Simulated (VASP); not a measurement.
# Sb (P4/mmm) in VASP: notebook

The runs below take Sb through single point, with PBEsol.

Program: VASP 6.6.1. These are calculated values, not measurements. Logs are shortened: lines on timing, memory, paths and dates and some standing lists are left out, and cuts for length are marked.

## 1. The cell of the first run

It takes space group P4/mmm (No. 123, tetragonal). Conventional cell: a = 5.227 Å, b = 5.227 Å, c = 5.201 Å, α = 90.00°, β = 90.00°, γ = 90.00°.

This isn't the form of Sb at room conditions, which is rhombohedral.

## 2. Single point, PBEsol (P replaced by Sb, lengths x 1.179, strained)

INCAR

```
SYSTEM = Sb
  PREC = Accurate
  ENCUT = 500
  EDIFF = 1E-6
  ISMEAR = 0
  SIGMA = 0.1
  LREAL = .False.
  LASPH = .True.
  NELM = 120
  ALGO = Normal
  ISIF = 2
  LWAVE = .False.
  LCHARG = .True.
  GGA = PS
  LELF = .True.
  LVHAR = .True.
  NBANDS = 8
  GGA_COMPAT = .False.
```

KPOINTS

```
regular mesh
0
Gamma
  8 8 8
  0 0 0
```

POSCAR

```
Sb
1.0
    5.2270052173      0.0000000000      0.0000000000
    0.0000000000      5.2270052173      0.0000000000
    0.0000000000      0.0000000000      5.2006595874
Sb
1
Direct
    0.0000000000      0.0000000000      0.0000000000
```

Potentials or basis: VASP PAW PBE potentials, release 64 (Sb).

On the command line:

```sh
$ cat potpaw_PBE.64/Sb/POTCAR > POTCAR
$ mpirun -np 1 vasp_std > vasp.out
```

OUTCAR:

```text
SYSTEM = Sb
   PREC = Accurate
   ENCUT = 500
   EDIFF = 1E-6
   ISMEAR = 0
   LREAL = .False.
   LASPH = .True.
   NELM = 120
   ISIF = 2
   GGA = PS

 ion  position               nearest neighbor table
   1  0.000  0.000  0.000-

  LATTYP: Found a simple tetragonal cell.
 ALAT       =     5.2270052173
 C/A-ratio  =     0.9949597085

  Lattice vectors:

 A1 = (   5.2270052173,   0.0000000000,   0.0000000000)
 A2 = (   0.0000000000,   5.2270052173,   0.0000000000)
 A3 = (   0.0000000000,   0.0000000000,   5.2006595874)

Analysis of symmetry for initial positions (statically):
=====================================================================
 Subroutine PRICEL returns:
 Original cell was already a primitive cell.

 Routine SETGRP: Setting up the symmetry group for a
 simple tetragonal supercell.

 Subroutine GETGRP returns: Found 16 space group operations
 (whereof 16 operations were pure point group operations)
 out of a pool of 16 trial point group operations.

The static configuration has the point symmetry D_4h.

Analysis of symmetry for dynamics (positions and initial velocities):
=====================================================================
 Subroutine PRICEL returns:
 Original cell was already a primitive cell.

 Routine SETGRP: Setting up the symmetry group for a
 simple tetragonal supercell.

 Subroutine GETGRP returns: Found 16 space group operations
 (whereof 16 operations were pure point group operations)
 out of a pool of 16 trial point group operations.

The dynamic configuration has the point symmetry D_4h.

 Subroutine INISYM returns: Found 16 space group operations
 (whereof 16 operations are pure point group operations),
 and found     1 'primitive' translations

----------------------------------------------------------------------------------------

                                     Primitive cell

  volume of cell :     142.0903

  direct lattice vectors                    reciprocal lattice vectors
     5.227005217  0.000000000  0.000000000     0.191314138  0.000000000  0.000000000
     0.000000000  5.227005217  0.000000000     0.000000000  0.191314138  0.000000000
     0.000000000  0.000000000  5.200659587     0.000000000  0.000000000  0.192283302

  length of vectors
     5.227005217  5.227005217  5.200659587     0.191314138  0.191314138  0.192283302

  position of ions in fractional coordinates (direct lattice)
     0.000000000  0.000000000  0.000000000

  ion indices of the primitive-cell ions
   primitive index   ion index
                 1           1

----------------------------------------------------------------------------------------

 KPOINTS: regular mesh

Automatic generation of k-mesh.
 Grid dimensions read from file:
 generate k-points for:    8    8    8

 Generating k-lattice:

  Cartesian coordinates                     Fractional coordinates (reciprocal lattice)
     0.023914267  0.000000000  0.000000000     0.125000000  0.000000000  0.000000000
     0.000000000  0.023914267  0.000000000     0.000000000  0.125000000  0.000000000
     0.000000000  0.000000000  0.024035413     0.000000000  0.000000000  0.125000000

  Length of vectors
     0.023914267  0.023914267  0.024035413

  Shift w.r.t. Gamma in fractional coordinates (k-lattice)
     0.000000000  0.000000000  0.000000000

 Subroutine IBZKPT returns following result:
 ===========================================

 Found     75 irreducible k-points:

 Following reciprocal coordinates:
            Coordinates               Weight
  0.000000  0.000000  0.000000      1.000000
  0.125000  0.000000  0.000000      4.000000
  0.250000  0.000000  0.000000      4.000000
  0.375000  0.000000  0.000000      4.000000
  0.500000  0.000000  0.000000      2.000000
  0.125000  0.125000  0.000000      4.000000
[... 16 lines left out ...]
  0.375000  0.125000  0.125000     16.000000
  0.500000  0.125000  0.125000      8.000000
 [... further k-points ...]
   k-points           NKPTS =     75   k-points in BZ     NKDIM =     75   number of bands    NBANDS=      8
   number of dos      NEDOS =    301   number of ions     NIONS =      1
   total plane-waves  NPLWV =  64000
   dimension x,y,z NGX =    40 NGY =   40 NGZ =   40
   dimension x,y,z NGXF=    80 NGYF=   80 NGZF=   80
   ions per type =               1
   NGX,Y,Z   is equivalent  to a cutoff of  12.72, 12.72, 12.79 a.u.
   NGXF,Y,Z  is equivalent  to a cutoff of  25.44, 25.44, 25.57 a.u.
 SYSTEM =  Sb
   PREC   = accura    normal or accurate (medium, high low for compatibility)
   ISTART =      0    job   : 0-new  1-cont  2-samecut
   ICHARG =      2    charge: 1-file 2-atom 10-const
   ISPIN  =      1    spin polarized calculation?
   LNONCOLLINEAR =      F non collinear calculations
   LSORBIT =      F    spin-orbit coupling
   LASPH  =      T    aspherical Exc in radial PAW
   ENCUT  =  500.0 eV  36.75 Ry    6.06 a.u.   9.53  9.53  9.48*2*pi/ulx,y,z
   NELM   =    120;   NELMIN=  2; NELMDL= -5     # of ELM steps
   EDIFF  = 0.1E-05   stopping-criterion for ELM
   LREAL  =      F    real-space projection
   EDIFFG = 0.1E-04   stopping-criterion for IOM
   NSW    =      0    number of steps for IOM
   IBRION =     -1    ionic relax: 0-MD 1-quasi-New 2-CG
   NFREE  =      0    steps in history (QN), initial steepest desc. (CG)
   ISIF   =      2    stress and relaxation
   ISYM   =      2    0-nonsym 1-usesym 2-fastsym
   POTIM  = 0.5000    time-step for ionic-motion
   TEBEG  =    0.0;   TEEND  =   0.0 temperature during run
   PSTRESS=    0.0 pullay stress
   NELECT =       5.0000    total number of electrons
   NUPDOWN=      -1.0000    fix difference up-down
   EMIN   =  10.00;   EMAX   =-10.00  energy-range for DOS
   EFERMI =   0.00;   METHOD = LEGACY
   ISMEAR =     0;   SIGMA  =   0.10  broadening in eV -4-tet -1-fermi 0-gaus
   EFERMI_NEDOS =   21; number of points for ismear=-14 and -15
   IALGO  =     38    algorithm
   IMIX   =      4    mixing-type and parameters
     AMIX     =   0.40;   BMIX     =  1.00
     AMIX_MAG =   1.60;   BMIX_MAG =  1.00
  volume/ion in A,a.u.               =     142.09       958.87
  Fermi-wavevector in a.u.,A,eV,Ry     =   0.536467  1.013777  3.915721  0.287797
  Thomas-Fermi vector in A             =   1.561801
   LORBIT       =      0    0 simple, 1 ext, 2 COOP (PROOUT), +10 PAW based schemes
   GGA     = PS    functional components
   LHFCALC =     F    Hartree Fock is set to
   AEXX    =    0.0000 exact exchange contribution
   IVDW    =     0    specifies the selected vdW correction
   LEPSILON=     F    determine dielectric tensor
   LRPA    =     F    only Hartree local field effects (RPA)
 non-spin polarized calculation
 Gauss-broadening in eV      SIGMA  =   0.10
  energy-cutoff  :      500.00
  volume of cell :      142.09
 maximum number of plane-waves:      3687
 NGX is ok and might be reduce to    40
   NGX = 19   NGY = 19   NGZ = 19

 number of electron       5.0000000 magnetization

 Free energy of the ion-electron system (eV)
  ---------------------------------------------------
  ext. energy  EPLUGINS =         0.00000000
  ---------------------------------------------------
  free energy    TOTEN  =        -0.80728314 eV

  energy without entropy =       -0.77684581  energy(sigma->0) =       -0.79206447

 E-fermi :  -2.6094     XC(G=0):  -4.2828

 val. band max:       -2.6105312123   @ k =   0.3750   0.2500   0.1250
 cond. band min:      -2.6092122273   @ k =   0.3750   0.1250   0.2500
 fundamental gap:      0.0013189850
 Fermi energy:        -2.6094441644

 k-point     1 :       0.0000    0.0000    0.0000
  band No.  band energies     occupation
      1     -10.7827      2.00000
      2      -2.2605      0.00000
      3      -2.2605      0.00000
      4      -2.2438      0.00000
      5       1.0117      0.00000
      6       3.3027      0.00000
      7       3.3159      0.00000
      8       6.9743      0.00000

 k-point     2 :       0.1250    0.0000    0.0000
  band No.  band energies     occupation
      1     -10.7741      2.00000
      2      -2.4197      0.00729
      3      -2.2476      0.00000
      4      -2.2310      0.00000
      5       1.1946      0.00000
      6       3.3689      0.00000
      7       3.4788      0.00000
      8       6.2189      0.00000

 k-point     3 :       0.2500    0.0000    0.0000
  band No.  band energies     occupation
      1     -10.7529      2.00000
      2      -2.7465      1.94741
      3      -2.2158      0.00000
      4      -2.1994      0.00000
      5       1.5988      0.00000
      6       3.5236      0.00000
      7       3.7784      0.00000
      8       5.5556      0.00000

 k-point     4 :       0.3750    0.0000    0.0000
  band No.  band energies     occupation
      1     -10.7313      2.00000
      2      -3.0206      2.00000
      3      -2.1832      0.00000
      4      -2.1670      0.00000
      5       2.0351      0.00000
      6       3.6551      0.00000
      7       3.7158      0.00000
      8       5.1237      0.00000

 k-point     5 :       0.5000    0.0000    0.0000
  band No.  band energies     occupation
      1     -10.7223      2.00000
      2      -3.1235      2.00000
      3      -2.1694      0.00000
      4      -2.1534      0.00000
      5       2.2780      0.00000
      6       3.4348      0.00000
      7       3.8131      0.00000
      8       4.9735      0.00000

 k-point     6 :       0.1250    0.1250    0.0000
  band No.  band energies     occupation
      1     -10.7655      2.00000
      2      -2.4247      0.00900
      3      -2.3833      0.00138
      4      -2.2183      0.00000
      5       1.3763      0.00000
      6       3.4793      0.00000
      7       3.5926      0.00000
      8       5.5191      0.00000

 k-point     7 :       0.2500    0.1250    0.0000
  band No.  band energies     occupation
      1     -10.7444      2.00000
      2      -2.7287      1.90826
      3      -2.3639      0.00051
      4      -2.1871      0.00000
      5       1.7767      0.00000
      6       3.6184      0.00000
      7       3.8568      0.00000
      8       4.9986      0.00000
[... 133 lines left out ...]
 k-point    20 :       0.5000    0.0000    0.1250
  band No.  band energies     occupation
      1     -10.7136      2.00000
      2      -3.1004      2.00000
      3      -2.2988      0.00001
      4      -2.1571      0.00000
      5       2.4909      0.00000
      6       3.2292      0.00000
      7       3.9900      0.00000
      8       4.8384      0.00000

 k-point    21 :       0.1250    0.1250    0.1250
  band No.  band energies     occupation
      1     -10.7565      2.00000
      2      -2.4246      0.00894
      3      -2.3684      0.00065
      4      -2.3602      0.00042
      5       1.5581      0.00000
      6       3.6427      0.00000
      7       3.6590      0.00000
      8       5.3163      0.00000

 k-point    22 :       0.2500    0.1250    0.1250
  band No.  band energies     occupation
      1     -10.7356      2.00000
      2      -2.7105      1.84706
      3      -2.3601      0.00042
      4      -2.3264      0.00006
      5       1.9526      0.00000
      6       3.7910      0.00000
      7       3.8679      0.00000
      8       4.9941      0.00000

 k-point    23 :       0.3750    0.1250    0.1250
  band No.  band energies     occupation
      1     -10.7143      2.00000
      2      -2.9776      2.00000
      3      -2.3223      0.00005
      4      -2.2901      0.00001
      5       2.3910      0.00000
      6       3.4969      0.00000
      7       3.9825      0.00000
      8       4.6043      0.00000

 k-point    24 :       0.5000    0.1250    0.1250
  band No.  band energies     occupation
      1     -10.7054      2.00000
      2      -3.0784      2.00000
      3      -2.3060      0.00002
      4      -2.2748      0.00000
      5       2.7171      0.00000
      6       3.1322      0.00000
      7       4.1421      0.00000
      8       4.3471      0.00000

 [... further k-points ...]

------------------------ aborting loop because EDIFF is reached ----------------------------------------

  FORCE on cell =-STRESS in cart. coord.  units (eV):
  Direction    XX          YY          ZZ          XY          YZ          ZX
  --------------------------------------------------------------------------------------
  -------------------------------------------------------------------------------------
  Total       -1.4602523     -1.4602523     -1.4961586      0.0000000      0.0000000      0.0000000
  in kB      -16.4654721    -16.4654721    -16.8703432      0.0000000      0.0000000      0.0000000
  external PRESSURE =     -16.6004291 kB  Pullay stress =       0.0000000 kB

 VOLUME and BASIS-vectors are now :
 -----------------------------------------------------------------------------
  energy-cutoff  :      500.00
  volume of cell :      142.09
      direct lattice vectors                 reciprocal lattice vectors
     5.227005217  0.000000000  0.000000000     0.191314138  0.000000000  0.000000000
     0.000000000  5.227005217  0.000000000     0.000000000  0.191314138  0.000000000
     0.000000000  0.000000000  5.200659587     0.000000000  0.000000000  0.192283302

 POSITION                                       TOTAL-FORCE (eV/Angst)
 -----------------------------------------------------------------------------------
      0.00000      0.00000      0.00000         0.000000      0.000000      0.000000
 -----------------------------------------------------------------------------------
    total drift:                               -0.000000     -0.000000     -0.000000

  FREE ENERGIE OF THE ION-ELECTRON SYSTEM (eV)
  ---------------------------------------------------
  free  energy   TOTEN  =        -0.8072831397 eV

  energy  without entropy=       -0.7768458061  energy(sigma->0) =       -0.79206447
```

It took 80 s on 1 thread of Intel Xeon 8259CL, shared host; peak memory 0.28 GiB.

Results:

```
Free energy            : -0.8073 eV
Pressure               : -1.7 GPa
Band gap on the k mesh : zero (an odd number of electrons rules out a gap without spin polarisation)
```

Levels at points of the mesh, in eV from the Fermi level:
```csv
k point,band 1,band 2,band 3,band 4,band 5
"(0.00, 0.00, 0.00)",-8.17,0.35,0.35,0.37,3.62
"(0.50, 0.00, 0.00)",-8.11,-0.51,0.44,0.46,4.89
"(0.50, 0.50, 0.00)",-8.06,-0.35,-0.35,0.54,4.84
"(0.00, 0.00, 0.50)",-8.11,-0.52,0.44,0.44,4.90
"(0.50, 0.00, 0.50)",-8.05,-0.36,-0.35,0.53,4.84
"(0.50, 0.50, 0.50)",-8.00,-0.22,-0.21,-0.21,5.56
```

Caveat: the cell differs from its parent crystal (P replaced by Sb, lengths x 1.179, strained); the PAW data sets were made with another functional, which shifts forces and pressure a little; spin-orbit coupling is left out, which moves the levels of the heavy elements.

## 3. Single point, PBEsol (P replaced by Sb, lengths x 1.179, strained)

INCAR

```
SYSTEM = Sb
  ALGO = Normal
  EDIFF = 1E-6
  ENCUT = 500
  GGA = PS
  GGA_COMPAT = .FALSE.
  ISIF = 2
  ISMEAR = 0
  LASPH = .TRUE.
  LCHARG = .FALSE.
  LREAL = .FALSE.
  LWAVE = .FALSE.
  NBANDS = 8
  NELM = 120
  PREC = Accurate
  SIGMA = 0.1
```

KPOINTS

```
k-points
0
G
  8 8 8
  0 0 0
```

POSCAR

```
Sb
1.0
    5.2661127594      0.0000000000      0.0000000000
    0.0000000000      5.2661127594      0.0000000000
    0.0000000000      0.0000000000      5.2407290073
Sb
1
Direct
    0.0000000000      0.0000000000      0.0000000000
```

Potentials or basis: VASP PAW PBE potentials, release 64 (Sb).

On the command line:

```sh
$ cat potpaw_PBE.64/Sb/POTCAR > POTCAR
$ mpirun -np 1 vasp_std > vasp.out
```

Run time: 88 s. Hardware: 1 thread of Intel Xeon 8259CL, shared host; peak memory 0.28 GiB.

It converged, with:

```
Free energy            : -0.7746 eV
Pressure               : -1.6 GPa
Band gap on the k mesh : zero (an odd number of electrons rules out a gap without spin polarisation)
```

Levels at points of the mesh, in eV from the Fermi level:
```tsv
k point	band 1	band 2	band 3	band 4	band 5	band 6
(0.00, 0.00, 0.00)	-8.17	0.33	0.33	0.35	3.62	5.90
(0.50, 0.00, 0.00)	-8.11	-0.49	0.42	0.43	4.86	6.00
(0.50, 0.50, 0.00)	-8.06	-0.34	-0.34	0.51	4.86	6.09
(0.00, 0.00, 0.50)	-8.11	-0.50	0.42	0.42	4.87	6.01
(0.50, 0.00, 0.50)	-8.05	-0.34	-0.33	0.50	4.86	6.10
(0.50, 0.50, 0.50)	-8.00	-0.21	-0.20	-0.20	5.56	5.56
```

Caveat: the cell differs from its parent crystal (P replaced by Sb, lengths x 1.179, strained); the PAW data sets were made with another functional, which shifts forces and pressure a little; spin-orbit coupling is left out, which moves the levels of the heavy elements.

## 4. Single point, PBEsol (P replaced by Sb, lengths x 1.179, strained)

INCAR

```
  PREC = Accurate
  ENCUT = 500
  EDIFF = 1E-6
  ISMEAR = 0
  SIGMA = 0.1
  LREAL = False
  LASPH = True
  NELM = 120
  ALGO = Normal
  ISIF = 2
  LWAVE = False
  LCHARG = False
  GGA = PS
  NBANDS = 8
  GGA_COMPAT = False
```

KPOINTS

```
regular mesh
0
Gamma
  8 8 8
```

POSCAR

```
Sb
1.0
    5.2808284840      0.0000000000      0.0000000000
    0.0000000000      5.2808284840      0.0000000000
    0.0000000000      0.0000000000      5.4107142271
Sb
1
Direct
    0.0000000000      0.0000000000      0.0000000000
```

On the command line:

```sh
$ cat potpaw_PBE.64/Sb/POTCAR > POTCAR
$ mpirun -np 1 vasp_std > vasp.out
```

It took 80 s on 1 thread of Intel Xeon 8259CL, shared host; peak memory 0.28 GiB.

It converged, with:

| Property | Result |
| --- | --- |
| Free energy | -0.7241 eV |
| Pressure | -1.4 GPa |
| Band gap on the k mesh | zero (an odd number of electrons rules out a gap without spin polarisation) |

Stress tensor (GPa, compression positive):
```
-1.48  0.00  0.00
 0.00 -1.48  0.00
 0.00  0.00 -1.31
```

Levels at points of the mesh, in eV from the Fermi level:
| k point | band 1 | band 2 | band 3 | band 4 | band 5 | band 6 |
| --- | --- | --- | --- | --- | --- | --- |
| (0.00, 0.00, 0.00) | -8.16 | 0.27 | 0.34 | 0.34 | 3.61 | 5.87 |
| (0.50, 0.00, 0.00) | -8.10 | -0.47 | 0.35 | 0.42 | 4.85 | 5.96 |
| (0.50, 0.50, 0.00) | -8.05 | -0.32 | -0.32 | 0.43 | 4.88 | 6.05 |
| (0.00, 0.00, 0.50) | -8.11 | -0.44 | 0.41 | 0.41 | 4.80 | 5.90 |
| (0.50, 0.00, 0.50) | -8.06 | -0.34 | -0.28 | 0.48 | 4.88 | 6.03 |
| (0.50, 0.50, 0.50) | -8.01 | -0.21 | -0.21 | -0.15 | 5.52 | 5.60 |

Caveat: the cell differs from its parent crystal (P replaced by Sb, lengths x 1.179, strained); the PAW data sets were made with another functional, which shifts forces and pressure a little; spin-orbit coupling is left out, which moves the levels of the heavy elements.

## 5. Summary

```csv
cell,gap on the mesh (eV),pressure (GPa)
"a = 5.227, b = 5.227, c = 5.201 Å, 1 atom",none,-1.7
"a = 5.266, b = 5.266, c = 5.241 Å, 1 atom",none,-1.6
"a = 5.281, b = 5.281, c = 5.411 Å, 1 atom",none,-1.4
```

Alike in all rows: task single point; level PBEsol; potentials or basis VASP PAW PBE potentials, release 64 (Sb); no spin polarisation; k mesh 8 × 8 × 8; cutoff (eV) 500; smearing gaussian 0.1 eV.

Caveats: the PAW data sets were made with another functional, which shifts forces and pressure a little; spin-orbit coupling is left out, which moves the levels of the heavy elements.

Total energies depend on the potentials used, so only differences within one code and one set of settings carry meaning.
